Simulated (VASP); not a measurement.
# Sn (Immm) in VASP: notebook, part 2 of 2

VASP 6.6.1.

### Step 5. Single point, PBE, collinear spin (28.67 Å³/atom)

This run uses another cell than the first one, of 28.67 Å³/atom.

Input file INCAR:

```
SYSTEM = Sn
PREC = Accurate ; ENCUT = 520
EDIFF = 1E-7 ; ISMEAR = 1
SIGMA = 0.1 ; LREAL = .False.
LASPH = .True. ; NELM = 150
ALGO = Fast ; ISIF = 2
LWAVE = .False. ; LCHARG = .False.
ISPIN = 2 ; MAGMOM = 0.36
LORBIT = 11 ; GGA = PE
NBANDS = 17
```

Input file KPOINTS:

```
regular mesh
0
Gamma
  11 11 11
  0 0 0
```

Input file POSCAR:

```
Sn
1.0
   -1.7265390000      1.7755470000      2.3383420000
    1.7265390000     -1.7755470000      2.3383420000
    1.7265390000      1.7755470000     -2.3383420000
Sn
1
Direct
    0.0000000000      0.0000000000      0.0000000000
```

Run with:

```
> cat potpaw_PBE.64/Sn_d/POTCAR > POTCAR
> mpirun -np 1 vasp_std > vasp.out
```

Wall time 7.3 min (1 thread of Intel Xeon 8259CL, shared host); peak memory 0.28 GiB.

Results (log left out):

```yaml
Free_energy: -3.7862 eV
Pressure: -1.1 GPa
Band_gap_on_the_k_mesh: zero (filled and empty bands overlap)
Net_moment: 0.00 μB per cell
Valence_electrons_inside_the_program's_atomic_spheres: Sn 12.12
```

Stress tensor (GPa, compression positive):
```
-0.32  0.00  0.00
 0.00 -2.23  0.00
 0.00  0.00 -0.65
```

Levels at points of the mesh, in eV from the Fermi level:
Spin up:
| k point | band 3 | band 4 | band 5 | band 6 | band 7 | band 8 | band 9 | band 10 | band 11 | band 12 |
| --- | --- | --- | --- | --- | --- | --- | --- | --- | --- | --- |
| (0.00, 0.00, 0.00) | -21.54 | -21.51 | -21.48 | -10.77 | 7.02 | 7.16 | 7.57 | 10.60 | 11.11 | 11.62 |
Spin down:
```csv
k point,band 4,band 5,band 6,band 7,band 8,band 9,band 10,band 11
"(0.00, 0.00, 0.00)",-21.51,-21.48,-10.77,7.02,7.16,7.57,10.60,11.11
```

Caveat: spin-orbit coupling is left out, which moves the levels of the heavy elements.

### Step 6. Relaxation of cell and atoms, r2SCAN, target pressure 20 GPa, at which the enthalpy is minimised

This run uses another cell than the first one, of 28.67 Å³/atom.

POSCAR is that of step 5.

Input file INCAR.step1:

```
SYSTEM = Sn
ALGO = Normal ; EDIFF = 1E-4
ENCUT = 600 ; GGA = PE
ISMEAR = -1 ; LASPH = .True.
LCHARG = .False. ; LREAL = .False.
LWAVE = .True. ; NELM = 100
PREC = Accurate ; SIGMA = 0.05
```

Input file INCAR.step2:

```
SYSTEM = Sn
ALGO = Normal ; EDIFF = 1E-7
EDIFFG = -0.01 ; ENCUT = 600
IBRION = 2 ; ISIF = 3
ISMEAR = -1 ; ISTART = 1
LASPH = .True. ; LCHARG = .False.
LMIXTAU = .True. ; LREAL = .False.
LWAVE = .False. ; METAGGA = R2SCAN
NELM = 100 ; NSW = 60
PREC = Accurate ; PSTRESS = 200.0
SIGMA = 0.05
```

Input file KPOINTS:

```
k-points
0
Gamma
  11 11 11
  0 0 0
```

Potentials or basis: VASP PAW PBE potentials, release 64 (Sn_d).

Run with:

```
> cat potpaw_PBE.64/Sn_d/POTCAR > POTCAR
> cp INCAR.step1 INCAR
> mpirun -np 1 vasp_std > vasp.out
> cp INCAR.step2 INCAR
> mpirun -np 1 vasp_std > vasp.out
```

Wall time 46 min (1 thread of Intel Xeon Platinum 8559C (Emerald Rapids), shared host); peak memory 0.32 GiB.

It converged, with:

```
Free energy                                                : -24.2275 eV
Relaxed volume                                             : 21.72 Å³/atom
Relaxed cell                                               : a = 3.129 Å, b = 3.129 Å, c = 3.129 Å, α = 119.84°, β = 119.84°, γ = 90.28°
Space group after relaxing (to 0.1 Å)                      : Fm-3m (No. 225)
Energy change on relaxing (the run minimises the enthalpy) : +273.6 meV/atom
Ionic steps                                                : 22
Pressure after relaxing                                    : 20.0 GPa
Band gap on the k mesh                                     : zero (bands 7 and 8 overlap by 12.77 eV)
```

The path:
| step | energy change (eV) | largest force (eV/Å) | pressure (GPa) | volume (Å³) |
| --- | --- | --- | --- | --- |
| 1 | 0.0000 | 0.0000 | -2.17 | 28.67 |
| 2 | 2.6471 | 0.0000 | 123.69 | 15.16 |
| 3 | 0.2124 | 0.0000 | 16.92 | 22.29 |
| 4 | 0.2504 | 0.0000 | 18.87 | 21.95 |
| 5 | 0.2743 | 0.0000 | 20.06 | 21.76 |
| 6 | 0.2744 | 0.0000 | 20.19 | 21.73 |
| 7 | 0.2736 | 0.0000 | 20.15 | 21.73 |
| 8 | 0.2736 | 0.0000 | 20.15 | 21.73 |
| 9 | 0.2666 | 0.0000 | 19.81 | 21.79 |
| 10 | 0.2485 | 0.0000 | 18.90 | 21.93 |
| 11 | 0.2598 | 0.0000 | 19.46 | 21.84 |
| 12 | 0.2595 | 0.0000 | 19.45 | 21.84 |
| 13 | 0.2586 | 0.0000 | 19.40 | 21.85 |
| 14 | 0.2570 | 0.0000 | 19.31 | 21.86 |
| 15 | 0.2543 | 0.0000 | 19.13 | 21.88 |
| 16 | 0.2633 | 0.0000 | 19.54 | 21.81 |
| 17 | 0.2786 | 0.0000 | 20.26 | 21.68 |
| 18 | 0.2796 | 0.0000 | 20.30 | 21.67 |
| 19 | 0.2827 | 0.0000 | 20.42 | 21.65 |
| 20 | 0.2733 | 0.0000 | 19.95 | 21.72 |
| 21 | 0.2734 | 0.0000 | 19.96 | 21.72 |
| 22 | 0.2736 | 0.0000 | 19.96 | 21.72 |

Final structure:
```
Sn
1.0
    -1.56827    1.56849    2.20730
     1.56827   -1.56849    2.20730
     1.56827    1.56849   -2.20730
Sn
1
Direct
  0.00000 0.00000 0.00000
```

Levels at points of the mesh, in eV from the Fermi level:
| k point | band 3 | band 4 | band 5 | band 6 | band 7 | band 8 | band 9 | band 10 | band 11 |
| --- | --- | --- | --- | --- | --- | --- | --- | --- | --- |
| (0.00, 0.00, 0.00) | -22.56 | -22.40 | -22.39 | -13.73 | 10.19 | 10.21 | 10.21 | 11.26 | 13.88 |

Caveat: the cell is relaxed towards a set pressure, so the run minimises the enthalpy, not the energy; the volume moved by over 15 % at a fixed basis, so the end points are rough; the PAW data sets were made with another functional, which shifts forces and pressure a little; spin-orbit coupling is left out, which moves the levels of the heavy elements.

### Step 7. The runs side by side

```tsv
task	level	spin	cell	cutoff (eV)	smearing	gap on the mesh (eV)	pressure (GPa)	moment (μB)
single point	PBE	collinear	a = 3.337 Å, angles 119.1, 117.2, 93.3°, 1 atom	520	methfessel-paxton 0.1 eV	none	2.0	0.00
single point	PBE	collinear	a = 3.360 Å, angles 119.1, 117.2, 93.3°, 1 atom	520	methfessel-paxton 0.1 eV	none	0.9	0.00
single point	PBE	collinear	a = 3.383 Å, angles 119.1, 117.2, 93.3°, 1 atom	520	methfessel-paxton 0.1 eV	none	-0.1	0.00
single point	PBE	collinear	a = 3.406 Å, angles 119.1, 117.2, 93.3°, 1 atom	520	methfessel-paxton 0.1 eV	none	-1.1	0.00
relaxation of cell and atoms	r2SCAN	off	relaxed to 20 GPa from a = 3.406 Å, angles 119.1, 117.2, 93.3°, 1 atom	600	fermi-dirac 0.05 eV	none	20.0	-
```

Alike in all rows: potentials or basis VASP PAW PBE potentials, release 64 (Sn_d); k mesh 11 × 11 × 11.

Caveats: spin-orbit coupling is left out, which moves the levels of the heavy elements; the cell is relaxed towards a set pressure, so the run minimises the enthalpy, not the energy (at least some runs); the volume moved by over 15 % at a fixed basis, so the end points are rough (at least some runs); the PAW data sets were made with another functional, which shifts forces and pressure a little (at least some runs).

Absolute energies hang on the potentials; compare differences alone.
